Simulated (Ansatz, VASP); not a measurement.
# MgO: VASP beside Ansatz

File INCAR:

```
  PREC = Accurate
  ENCUT = 520
  EDIFF = 1E-6
  ISMEAR = 0
  SIGMA = 0.05
  LREAL = False
  LASPH = True
  NELM = 100
  ALGO = Normal
  ISIF = 2
  LWAVE = False
  LCHARG = False
  GGA = PE
  NBANDS = 26
```

File KPOINTS:

```
regular mesh
0
Gamma
  9 9 4
```

Contents of POSCAR:

```
MgO
1.0
    3.5762913623      0.0000000000      0.0000000000
   -1.7881456812      3.0971591711      0.0000000000
    0.0000000000      0.0000000000      9.5547776327
Mg O
4 4
Direct
    0.3333333333      0.6666666667      0.9694906392
    0.0000000000      0.0000000000      0.2208211786
    0.0000000000      0.0000000000      0.7208211786
    0.6666666667      0.3333333333      0.4694906392
    0.3333333333      0.6666666667      0.7800420079
    0.0000000000      0.0000000000      0.5296443544
    0.0000000000      0.0000000000      0.0296443544
    0.6666666667      0.3333333333      0.2800420079
```

Input for Ansatz:

```yaml
crystal:
  lattice:
    - [3.5762913623, 0.0, 0.0]
    - [-1.7881456812, 3.0971591711, 0.0]
    - [0.0, 0.0, 9.5547776327]
  atoms:
    - { symbol: Mg, position: [0.3333333333, 0.6666666667, 0.9694906392] }
    - { symbol: Mg, position: [0.0, 0.0, 0.2208211786] }
    - { symbol: Mg, position: [0.0, 0.0, 0.7208211786] }
    - { symbol: Mg, position: [0.6666666667, 0.3333333333, 0.4694906392] }
    - { symbol: O, position: [0.3333333333, 0.6666666667, 0.7800420079] }
    - { symbol: O, position: [0.0, 0.0, 0.5296443544] }
    - { symbol: O, position: [0.0, 0.0, 0.0296443544] }
    - { symbol: O, position: [0.6666666667, 0.3333333333, 0.2800420079] }
basis:
  ecutwfc: 520.0
kpoints:
  mp_grid: { grid: [9, 9, 4] }
hamiltonian:
  xc: pbe
  pseudopotentials: { kind: paw, azcp: { folder: soft_1 } }
scf:
  occupations: { method: gaussian, width: 0.05 }
output:
  forces: true
  stress: true
  eigenvalues: true
```

Alike in both runs: task single point; functional PBE; k mesh 9 × 9 × 4; occupations gaussian, width 0.05 eV; no spin polarisation.

|  | VASP | Ansatz |
| --- | --- | --- |
| version | VASP 6.6.1 | Ansatz 0.2.0 |
| potentials or method | VASP PAW PBE potentials, release 64 (Mg, O), cutoff 520 eV | scalar-relativistic, plane waves, PAW |
| valence electrons in the cell | 32 | 64 |

VASP gave:

| Property | Result |
| --- | --- |
| gap on the k mesh at the Fermi level (eV) | 2.69 |
| least direct gap on the mesh (eV) | 2.69 |
| pressure (GPa) | -3.4 |
| traceless stress, the component that is largest in VASP (GPa) | 24.79 |
| rms of the force components (eV/Å) | 1.236 |

Which values does Ansatz return?

gap on the k mesh at the Fermi level (eV): 2.71; least direct gap on the mesh (eV): 2.71; pressure (GPa): -3.1; traceless stress, the component that is largest in VASP (GPa): 24.44; rms of the force components (eV/Å): 1.218.

Atom by atom the forces differ by 0.017 eV/Å (rms over components). With one functional, cell and mesh, what is left measures potentials, basis and numerics. VASP's potentials hold 32 valence electrons a cell and Ansatz's 64, so a difference there can come from the potentials and not from the codes.
